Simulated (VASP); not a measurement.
The system is W.

```
W
1.0
    -1.58424    1.58424    1.58424
     1.58424   -1.58424    1.58424
     1.58424    1.58424   -1.58424
W
1
Direct
  0.00000 0.00000 0.00000
```

Base run:

```yaml
Program: VASP 6.6.1
Functional: r2SCAN
Potentials_or_basis: VASP PAW PBE potentials, release 64 (W_sv)
Cutoff: 520 eV
k_mesh: 12 × 12 × 12
Occupations: fermi-dirac, width 0.02 eV
Spin: no spin polarisation
```

Its results: band gap on the k mesh zero (band 7 reaches 16.55 eV, above the bottom of band 8 at 9.96 eV); pressure 1.7 GPa.

Q: The run is repeated on the same cell with these changes: k mesh from 12 × 12 × 12 to 10 × 10 × 10. What comes out?

A: Band gap on the k mesh zero (band 7 reaches 16.55 eV, above the bottom of band 8 at 9.96 eV); pressure 1.2 GPa.

Caveats: the PAW data sets were made with another functional, which shifts forces and pressure a little; spin-orbit coupling is left out, which moves the levels of the heavy elements.
